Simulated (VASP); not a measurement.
Wanted: the native input for a VASP 6.6.1 run.

```
Task                   : single point
Functional             : r2SCAN
Potentials or basis    : VASP PAW PBE potentials, release 64 (Re)
Cutoff                 : 520 eV
k mesh                 : 20 × 20 × 12
Occupations            : fermi-dirac, width 0.1 eV
Spin                   : no spin polarisation
Dipole correction      : no
Further INCAR settings : ALGO = Normal; EDIFF = 1e-06; NBANDS = 14
```

Re:

```
CELL_PARAMETERS angstrom
2.75002 0.00000 0.00000
-1.37501 2.38159 0.00000
0.00000 0.00000 4.44448
ATOMIC_POSITIONS crystal
Re 0.33333 0.66667 0.25000
Re 0.66667 0.33333 0.75000
```

The input as run:

POSCAR

```
Re
1.0
    2.7500220536      0.0000000000      0.0000000000
   -1.3750110268      2.3815889594      0.0000000000
    0.0000000000      0.0000000000      4.4444813880
Re
2
Direct
    0.3333333333      0.6666666667      0.2500000000
    0.6666666667      0.3333333333      0.7500000000
```

INCAR.step1

```
SYSTEM = Re
PREC = Accurate
ENCUT = 520
ISMEAR = -1
SIGMA = 0.1
LREAL = .False.
LASPH = .True.
NELM = 60
NBANDS = 14
GGA = PE
ALGO = Normal
EDIFF = 1E-4
LWAVE = .True.
LCHARG = .False.
```

INCAR.step2

```
SYSTEM = Re
PREC = Accurate
ENCUT = 520
EDIFF = 1E-6
ISMEAR = -1
SIGMA = 0.1
LREAL = .False.
LASPH = .True.
NELM = 60
ALGO = Normal
ISIF = 2
LWAVE = .False.
LCHARG = .False.
METAGGA = R2SCAN
LMIXTAU = .True.
NBANDS = 14
ISTART = 1
```

KPOINTS

```
Automatic mesh
0
Gamma
  20 20 12
  0 0 0
```

Potentials or basis: VASP PAW PBE potentials, release 64 (Re).

Command:

```sh
$ cat potpaw_PBE.64/Re/POTCAR > POTCAR
$ cp INCAR.step1 INCAR
$ mpirun -np 1 vasp_std > vasp.out
$ cp INCAR.step2 INCAR
$ mpirun -np 1 vasp_std > vasp.out
```

Results of the run:

| Quantity | Value |
| --- | --- |
| Pressure | 4.1 GPa |
| Band gap on the k mesh | zero (bands 7 and 8 overlap by 3.43 eV) |

Caveat: the cell stands under pressure; the PAW data sets were made with another functional, which shifts forces and pressure a little; spin-orbit coupling is left out, which moves the levels of the heavy elements.

It took 12 min on 1 thread of Oxide Virtual Turin-like Processor, on a shared host, peak memory 0.21 GiB.
